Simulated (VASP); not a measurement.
# MgSiN (P-6m2) in VASP: further runs

The runs below take MgSiN through single point, relaxation of cell and atoms, with PBE.

All numbers are computed with VASP 6.6.1; they aren't measurements. Logs are shortened: lines on timing, memory, paths and dates and some standing lists are left out, and cuts for length are marked.

## 1. The cell of the first run

Symmetry: P-6m2, No. 187, hexagonal system. Conventional cell: a = 3.388 Å, b = 3.388 Å, c = 3.460 Å, α = 90.00°, β = 90.00°, γ = 120.00°. Mg (site symmetry -6m2) has 3 Si at 1.96 Å within 2.6 Å. Si (site symmetry -6m2) has 3 Mg at 1.96 Å within 2.6 Å. Within 3.4 Å of N (site symmetry -6m2) lie 6 Si at 2.61 Å and 6 Mg at 2.61 Å and 6 N at 3.39 Å.

## 2. Single point, PBE

The input, INCAR:

```
PREC     = Accurate       # precision mode
ENCUT    = 520            # plane-wave cutoff, eV
EDIFF    = 1E-7           # SCF threshold, eV
ISMEAR   = 0              # smearing method
SIGMA    = 0.1            # smearing width, eV
LREAL    = False          # projectors in reciprocal space
LASPH    = True           # aspherical terms in the spheres
NELM     = 60             # most SCF steps
ALGO     = Normal         # electronic algorithm
ISIF     = 2              # what is computed and relaxed
LWAVE    = False          # write WAVECAR
LCHARG   = False          # write CHGCAR
GGA      = PE             # functional
NBANDS   = 12             # bands
```

The input, KPOINTS:

```
Automatic mesh
0
Gamma
  6 6 6
```

The input, POSCAR:

```
MgSiN
1.0
    3.3878193700      0.0000000000      0.0000000000
   -1.6939096900      2.9339376400      0.0000000000
    0.0000000000      0.0000000000      3.4595881400
Mg Si N
1 1 1
Direct
    0.0000000000      0.0000000000      0.0000000000
    0.3333333300      0.6666666700      0.0000000000
    0.6666666700      0.3333333300      0.5000000000
```

Potentials or basis: VASP PAW PBE potentials, release 64 (Mg, Si, N).

Started as:

```bash
cat potpaw_PBE.64/Mg/POTCAR potpaw_PBE.64/Si/POTCAR potpaw_PBE.64/N/POTCAR > POTCAR
mpirun -np 1 vasp_std > vasp.out
```

OUTCAR:

```text
PREC = Accurate
   ENCUT = 520
   EDIFF = 1E-7
   ISMEAR = 0
   LREAL = False
   LASPH = True
   NELM = 60
   ISIF = 2
   GGA = PE

 ion  position               nearest neighbor table
   1  0.000  0.000  0.000-   2 1.96   2 1.96   2 1.96   3 2.61   3 2.61   3 2.61   3 2.61   3 2.61
                             3 2.61
   2  0.333  0.667  0.000-   1 1.96   1 1.96   1 1.96
   3  0.667  0.333  0.500-   1 2.61   1 2.61   1 2.61   1 2.61   1 2.61   1 2.61

  LATTYP: Found a hexagonal cell.
 ALAT       =     3.3878193700
 C/A-ratio  =     1.0211843555

  Lattice vectors:

 A1 = (   3.3878193700,   0.0000000000,   0.0000000000)
 A2 = (  -1.6939096900,   2.9339376400,   0.0000000000)
 A3 = (   0.0000000000,   0.0000000000,   3.4595881400)

Analysis of symmetry for initial positions (statically):
=====================================================================
 Subroutine PRICEL returns:
 Original cell was already a primitive cell.

 Routine SETGRP: Setting up the symmetry group for a
 hexagonal supercell.

 Subroutine GETGRP returns: Found 12 space group operations
 (whereof 12 operations were pure point group operations)
 out of a pool of 24 trial point group operations.

The static configuration has the point symmetry D_3h.

Analysis of symmetry for dynamics (positions and initial velocities):
=====================================================================
 Subroutine PRICEL returns:
 Original cell was already a primitive cell.

 Routine SETGRP: Setting up the symmetry group for a
 hexagonal supercell.

 Subroutine GETGRP returns: Found 12 space group operations
 (whereof 12 operations were pure point group operations)
 out of a pool of 24 trial point group operations.

The dynamic configuration has the point symmetry D_3h.

 Subroutine INISYM returns: Found 12 space group operations
 (whereof 12 operations are pure point group operations),
 and found     1 'primitive' translations

----------------------------------------------------------------------------------------

                                     Primitive cell

  volume of cell :      34.3871

  direct lattice vectors                    reciprocal lattice vectors
     3.387819370  0.000000000  0.000000000     0.295175123  0.170419437  0.000000000
    -1.693909690  2.933937640  0.000000000     0.000000000  0.340838873  0.000000000
     0.000000000  0.000000000  3.459588140     0.000000000  0.000000000  0.289051748

  length of vectors
     3.387819370  3.387819374  3.459588140     0.340838874  0.340838873  0.289051748
[... 89 lines left out ...]
   ISIF   =      2    stress and relaxation
   ISYM   =      2    0-nonsym 1-usesym 2-fastsym
   POTIM  = 0.5000    time-step for ionic-motion
   TEBEG  =    0.0;   TEEND  =   0.0 temperature during run
   PSTRESS=    0.0 pullay stress
   NELECT =      11.0000    total number of electrons
   NUPDOWN=      -1.0000    fix difference up-down
   EMIN   =  10.00;   EMAX   =-10.00  energy-range for DOS
   EFERMI =   0.00;   METHOD = LEGACY
   ISMEAR =     0;   SIGMA  =   0.10  broadening in eV -4-tet -1-fermi 0-gaus
   EFERMI_NEDOS =   21; number of points for ismear=-14 and -15
   IALGO  =     38    algorithm
   IMIX   =      4    mixing-type and parameters
     AMIX     =   0.40;   BMIX     =  1.00
     AMIX_MAG =   1.60;   BMIX_MAG =  1.00
  volume/ion in A,a.u.               =      11.46        77.35
  Fermi-wavevector in a.u.,A,eV,Ry     =   1.119628  2.115791 17.055823  1.253568
  Thomas-Fermi vector in A             =   2.256269
   LORBIT       =      0    0 simple, 1 ext, 2 COOP (PROOUT), +10 PAW based schemes
   GGA     = PE    functional components
   LHFCALC =     F    Hartree Fock is set to
   AEXX    =    0.0000 exact exchange contribution
   IVDW    =     0    specifies the selected vdW correction
   LEPSILON=     F    determine dielectric tensor
   LRPA    =     F    only Hartree local field effects (RPA)
 non-spin polarized calculation
 Gauss-broadening in eV      SIGMA  =   0.10
  energy-cutoff  :      520.00
  volume of cell :       34.39
 maximum number of plane-waves:       936
 NGX is ok and might be reduce to    28
   NGX = 13   NGY = 13   NGZ = 13

 number of electron      11.0000000 magnetization

 Free energy of the ion-electron system (eV)
  ---------------------------------------------------
  ext. energy  EPLUGINS =         0.00000000
  ---------------------------------------------------
  free energy    TOTEN  =        -5.46152839 eV

  energy without entropy =       -5.45364949  energy(sigma->0) =       -5.45758894

 E-fermi :   7.5328     XC(G=0): -11.0547

 val. band max:        7.5137753073   @ k =   0.1667   0.1667   0.1667
 cond. band min:       7.5855235626   @ k =   0.5000   0.0000   0.0000
 fundamental gap:      0.0717482553
 Fermi energy:         7.5328283444

 k-point     1 :       0.0000    0.0000    0.0000
  band No.  band energies     occupation
      1      -8.0826      2.00000
      2       0.2045      2.00000
      3       3.5288      2.00000
      4       5.3007      2.00000
      5       5.3007      2.00000
      6       8.9220      0.00000
      7       8.9220      0.00000
      8      11.6664      0.00000
      9      12.1525      0.00000
     10      15.5391      0.00000
     11      15.5391      0.00000
     12      16.0490      0.00000
[... 331 lines left out ...]
 k-point    24 :       0.3333    0.0000    0.5000
  band No.  band energies     occupation
      1      -6.1390      2.00000
      2      -1.8539      2.00000
      3       2.5564      2.00000
      4       3.2265      2.00000
      5       5.4722      2.00000
      6       7.7177      0.00894
      7       8.8291      0.00000
      8       9.4905      0.00000
      9      13.5613      0.00000
     10      14.5645      0.00000
     11      17.7807      0.00000
     12      17.7934      0.00000

 [... further k-points ...]
[... 5 lines left out ...]
  --------------------------------------------------------------------------------------
  -------------------------------------------------------------------------------------
  Total       24.1966691     24.1966692     -4.1484966     -0.0000000      0.0000000      0.0000000
  in kB     1127.3808228   1127.3808245   -193.2884030     -0.0000019      0.0000000      0.0000000
  external PRESSURE =     687.1577481 kB  Pullay stress =       0.0000000 kB

 VOLUME and BASIS-vectors are now :
 -----------------------------------------------------------------------------
  energy-cutoff  :      520.00
  volume of cell :       34.39
      direct lattice vectors                 reciprocal lattice vectors
     3.387819370  0.000000000  0.000000000     0.295175123  0.170419437  0.000000000
    -1.693909690  2.933937640  0.000000000     0.000000000  0.340838873  0.000000000
     0.000000000  0.000000000  3.459588140     0.000000000  0.000000000  0.289051748

 POSITION                                       TOTAL-FORCE (eV/Angst)
 -----------------------------------------------------------------------------------
      0.00000      0.00000      0.00000        -0.000000      0.000000      0.000000
     -0.00000      1.95596      0.00000        -0.000000      0.000000      0.000000
      1.69391      0.97798      1.72979         0.000000      0.000000      0.000000
 -----------------------------------------------------------------------------------
    total drift:                               -0.000012      0.000007      0.000000

  FREE ENERGIE OF THE ION-ELECTRON SYSTEM (eV)
  ---------------------------------------------------
  free  energy   TOTEN  =        -5.4615283870 eV

  energy  without entropy=       -5.4536494876  energy(sigma->0) =       -5.45758894
```

OSZICAR:

```text
N       E                     dE             d eps       ncg     rms          rms(c)
DAV:   1     0.285742018440E+02    0.28574E+02   -0.48303E+03   720   0.740E+02
DAV:   2    -0.438316329501E+01   -0.32957E+02   -0.31324E+02   884   0.139E+02
DAV:   3    -0.599027450888E+01   -0.16071E+01   -0.15851E+01   836   0.289E+01
DAV:   4    -0.600047306469E+01   -0.10199E-01   -0.10197E-01   720   0.260E+00
DAV:   5    -0.600054959096E+01   -0.76526E-04   -0.76524E-04   860   0.220E-01    0.459E+00
DAV:   6    -0.575410899214E+01    0.24644E+00   -0.63099E+00   776   0.104E+01    0.391E+00
DAV:   7    -0.550078907058E+01    0.25332E+00   -0.16194E+00   756   0.509E+00    0.160E+00
DAV:   8    -0.546230552324E+01    0.38484E-01   -0.88129E-02   732   0.204E+00    0.378E-01
DAV:   9    -0.546146936811E+01    0.83616E-03   -0.82086E-03   788   0.447E-01    0.168E-01
DAV:  10    -0.546152686232E+01   -0.57494E-04   -0.58043E-04   744   0.179E-01    0.311E-02
DAV:  11    -0.546152676788E+01    0.94447E-07   -0.11825E-05   780   0.246E-02    0.153E-02
DAV:  12    -0.546152832579E+01   -0.15579E-05   -0.28256E-06   752   0.124E-02    0.262E-03
DAV:  13    -0.546152842874E+01   -0.10295E-06   -0.26430E-08   516   0.126E-03    0.614E-04
DAV:  14    -0.546152838699E+01    0.41752E-07   -0.12058E-08   380   0.785E-04
   1 F= -.54615284E+01 E0= -.54575889E+01  d E =-.787890E-02
```

stdout:

```text
POSCAR found type information on POSCAR MgSiN
 POSCAR found :  3 types and       3 ions
 scaLAPACK will be used
 LDA part: xc-table for (Slater+PW92), standard interpolation
 POSCAR, INCAR and KPOINTS ok, starting setup
 FFT: planning ... GRIDC
 FFT: planning ... GRID_SOFT
 FFT: planning ... GRID
 WAVECAR not read
 entering main loop
```

Run time: 6.2 s. Hardware: 1 thread of AMD EPYC 9R45 (Zen 5), shared host; peak memory 0.13 GiB.

What came out:

| Item | Value |
| --- | --- |
| Free energy | -5.4615 eV |
| Pressure | 68.7 GPa |

Levels at points of the mesh, in eV from the Fermi level:
| k point | band 3 | band 4 | band 5 | band 6 | band 7 | band 8 |
| --- | --- | --- | --- | --- | --- | --- |
| (0.00, 0.00, 0.00) | -4.00 | -2.23 | -2.23 | 1.39 | 1.39 | 4.13 |
| (0.50, 0.00, 0.00) | -3.70 | -3.58 | -2.58 | 0.05 | 1.91 | 2.69 |
| (0.00, 0.00, 0.50) | -1.41 | -1.41 | -0.47 | 0.49 | 1.27 | 1.27 |
| (0.50, 0.00, 0.50) | -6.27 | -5.72 | -2.25 | -0.07 | 1.09 | 1.94 |

## 3. Single point, PBE

This run uses another cell than the first one, of 14.77 Å³/atom, 1.288 times its volume.

The input, INCAR:

```
SYSTEM = MgSiN
  PREC = Accurate
  ENCUT = 520
  EDIFF = 1E-7
  ISMEAR = 0
  SIGMA = 0.1
  LREAL = .False.
  LASPH = .True.
  NELM = 80
  ALGO = Normal
  ISIF = 2
  LWAVE = .False.
  LCHARG = .False.
  GGA = PE
  NBANDS = 12
```

The input, KPOINTS:

```
Automatic mesh
0
Gamma
  6 6 6
  0 0 0
```

The input, POSCAR:

```
MgSiN
1.0
    4.3112390639      0.0000000037      0.0000000000
   -2.1556195351      3.7336425493      0.0000000000
    0.0000000000      0.0000000000      2.7524441916
Mg Si N
1 1 1
Direct
    0.0000000000      0.0000000000      0.0000000000
    0.3333333333      0.6666666667      0.0000000000
    0.6666666667      0.3333333333      0.5000000000
```

Potentials or basis: VASP PAW PBE potentials, release 64 (Mg, Si, N).

Started as:

```bash
cat potpaw_PBE.64/Mg/POTCAR potpaw_PBE.64/Si/POTCAR potpaw_PBE.64/N/POTCAR > POTCAR
mpirun -np 1 vasp_std > vasp.out
```

Wall time 6.7 s (1 thread of AMD EPYC 9R45 (Zen 5), shared host); peak memory 0.12 GiB.

Results (log left out):

| Item | Value |
| --- | --- |
| Free energy | -10.5496 eV |
| Pressure | -0.3 GPa |

Stress tensor (GPa, compression positive):
```
-0.31  0.00  0.00
 0.00 -0.31  0.00
 0.00  0.00 -0.43
```

Levels at points of the mesh, in eV from the Fermi level:
```csv
k point,band 2,band 3,band 4,band 5,band 6,band 7,band 8,band 9,band 10,band 11
"(0.00, 0.00, 0.00)",-7.74,-2.95,-2.95,-0.63,-0.63,0.68,1.69,7.95,7.98,8.01
"(0.50, 0.00, 0.00)",-9.08,-4.22,-4.08,0.79,0.79,1.84,3.80,7.78,8.43,8.58
"(0.00, 0.00, 0.50)",-6.83,-2.76,-1.17,-1.17,-0.80,1.58,1.58,4.68,5.70,5.70
"(0.50, 0.00, 0.50)",-5.34,-4.26,-3.74,-1.58,-0.13,0.84,0.95,3.23,7.33,8.37
```

Caveat: the k points lie up to 0.38 Å⁻¹ apart.

## 4. Relaxation of cell and atoms, PBE

The input, INCAR:

```
PREC     = Accurate       # precision mode
ENCUT    = 600            # plane-wave cutoff, eV
EDIFF    = 1E-6           # SCF threshold, eV
ISMEAR   = 0              # smearing method
SIGMA    = 0.1            # smearing width, eV
LREAL    = False          # projectors in reciprocal space
LASPH    = True           # aspherical terms in the spheres
NELM     = 60             # most SCF steps
ALGO     = Normal         # electronic algorithm
ISIF     = 3              # what is computed and relaxed
LWAVE    = False          # write WAVECAR
LCHARG   = False          # write CHGCAR
GGA      = PE             # functional
IBRION   = 2              # ionic algorithm
NSW      = 90             # ionic steps
EDIFFG   = -0.04          # ionic threshold
```

The input, KPOINTS:

```
Automatic mesh
0
Gamma
  6 6 6
```

The input, POSCAR:

```
MgSiN
1.0
    3.3878193700      0.0000000000      0.0000000000
   -1.6939096900      2.9339376400      0.0000000000
    0.0000000000      0.0000000000      3.4595881400
Mg Si N
1 1 1
Direct
    0.0000000000      0.0000000000      0.0000000000
    0.3333333300      0.6666666700      0.0000000000
    0.6666666700      0.3333333300      0.5000000000
```

Started as:

```bash
cat potpaw_PBE.64/Mg/POTCAR potpaw_PBE.64/Si/POTCAR potpaw_PBE.64/N/POTCAR > POTCAR
mpirun -np 1 vasp_std > vasp.out
```

It took 50 s on 1 thread of AMD EPYC 9R45 (Zen 5), shared host; peak memory 0.13 GiB.

The run converged. Its results:

| Quantity | Value |
| --- | --- |
| Free energy | -10.5138 eV |
| Relaxed volume | 14.52 Å³/atom |
| Relaxed cell | a = 4.281 Å, b = 4.281 Å, c = 2.745 Å, α = 90.00°, β = 90.00°, γ = 120.00° |
| Space group after relaxing (to 0.05 Å) | P-6m2 (No. 187) |
| Energy gained by relaxing | 1683.4 meV/atom |
| Ionic steps | 14 |
| Pressure after relaxing | 0.0 GPa |

The path:
```
step  energy change (eV)  largest force (eV/Å)  pressure (GPa)  volume (Å³)
   1              0.0000                0.0000           68.63        34.39
   2             -4.0069                0.0000          -14.15        61.88
   3             -4.6433                0.0000           -3.32        50.46
   4             -4.6473                0.0000           -4.63        51.31
   5             -4.6471                0.0000           -4.08        50.95
   6             -4.8027                0.0000           -2.69        48.23
   7             -4.9506                0.0000            0.19        44.74
   8             -4.7593                0.0000           13.74        37.80
   9             -5.0138                0.0000            2.30        42.93
  10             -5.0058                0.0000            5.59        40.84
  11             -5.0243                0.0000            3.57        42.03
  12             -5.0267                0.0000           -0.30        43.32
  13             -5.0452                0.0000            1.47        42.68
  14             -5.0502                0.0000           -0.01        43.57
```

Final structure:
```
CELL_PARAMETERS angstrom
4.28141 0.00000 0.00000
-2.14071 3.70781 0.00000
0.00000 0.00000 2.74473
ATOMIC_POSITIONS crystal
Mg 0.00000 0.00000 0.00000
Si 0.33333 0.66667 0.00000
N 0.66667 0.33333 0.50000
```

Levels at points of the mesh, in eV from the Fermi level:
| k point | band 2 | band 3 | band 4 | band 5 | band 6 | band 7 | band 8 | band 9 |
| --- | --- | --- | --- | --- | --- | --- | --- | --- |
| (0.00, 0.00, 0.00) | -7.74 | -3.02 | -3.02 | -0.64 | -0.64 | 0.63 | 1.79 | 8.00 |
| (0.50, 0.00, 0.00) | -9.16 | -4.25 | -4.16 | 0.75 | 0.83 | 1.88 | 3.87 | 7.81 |
| (0.00, 0.00, 0.50) | -6.92 | -2.78 | -1.22 | -1.22 | -0.79 | 1.58 | 1.58 | 4.76 |
| (0.50, 0.00, 0.50) | -5.38 | -4.35 | -3.83 | -1.65 | -0.13 | 0.82 | 0.96 | 3.28 |

Caveat: the volume moved by over 15 % at a fixed basis, so the end points are rough.

## 5. Single point, PBE

This run uses another cell than the first one, of 14.54 Å³/atom, 1.268 times its volume.

The input, INCAR:

```
SYSTEM = MgSiN
PREC = Accurate
ENCUT = 520
EDIFF = 1E-6
ISMEAR = 0
SIGMA = 0.1
LREAL = .FALSE.
LASPH = .TRUE.
NELM = 80
ALGO = Normal
ISIF = 2
LWAVE = .FALSE.
LCHARG = .TRUE.
GGA = PE
LELF = .TRUE.
LVHAR = .TRUE.
NBANDS = 12
```

The input, KPOINTS:

```
Automatic mesh
0
G
  12 12 16
  0 0 0
```

The input, POSCAR:

```
MgSiN
1.0
    4.3808941250      0.0000000000      0.0000000000
   -2.1904470625      3.7939656035      0.0000000000
    0.0000000000      0.0000000000      2.6237094372
Mg Si N
1 1 1
Direct
    0.0000000000      0.0000000000      0.0000000000
    0.3333333333      0.6666666667      0.0000000000
    0.6666666667      0.3333333333      0.5000000000
```

Started as:

```bash
cat potpaw_PBE.64/Mg/POTCAR potpaw_PBE.64/Si/POTCAR potpaw_PBE.64/N/POTCAR > POTCAR
mpirun -np 1 vasp_std > vasp.out
```

It took 41 s on 1 thread of AMD EPYC 9R45 (Zen 5), shared host; peak memory 0.21 GiB.

The run converged. Its results:

| Item | Value |
| --- | --- |
| Free energy | -10.5971 eV |
| Pressure | -0.1 GPa |

Levels at points of the mesh, in eV from the Fermi level:
```tsv
k point	band 4	band 5	band 6	band 7	band 8	band 9
(0.00, 0.00, 0.00)	-3.30	-1.08	-1.08	0.94	1.01	7.76
(0.50, 0.00, 0.00)	-4.43	0.44	1.08	1.48	3.36	7.87
(0.00, 0.00, 0.50)	-1.23	-1.23	-1.16	1.72	1.72	4.18
(0.50, 0.00, 0.50)	-3.80	-1.62	-0.45	0.97	1.02	2.91
```

## 6. Summary

| task | cell | k mesh | cutoff (eV) | gap on the mesh (eV) | pressure (GPa) |
| --- | --- | --- | --- | --- | --- |
| single point | a = 3.388, b = 3.388, c = 3.460 Å, angles 90.0, 90.0, 120.0°, 3 atoms | 6 × 6 × 6 | 520 | none | 68.7 |
| single point | a = 4.311, b = 4.311, c = 2.752 Å, angles 90.0, 90.0, 120.0°, 3 atoms | 6 × 6 × 6 | 520 | none | -0.3 |
| relaxation of cell and atoms | relaxed from a = 3.388, b = 3.388, c = 3.460 Å, angles 90.0, 90.0, 120.0°, 3 atoms | 6 × 6 × 6 | 600 | none | 0.0 |
| single point | a = 4.381, b = 4.381, c = 2.624 Å, angles 90.0, 90.0, 120.0°, 3 atoms | 12 × 12 × 16 | 520 | none | -0.1 |

Alike in all rows: level PBE; potentials or basis VASP PAW PBE potentials, release 64 (Mg, Si, N); no spin polarisation; smearing gaussian 0.1 eV.

Caveats: some runs use coarse meshes; the volume moved by over 15 % at a fixed basis, so the end points are rough (some runs).

Absolute energies hang on the potentials; compare differences alone.
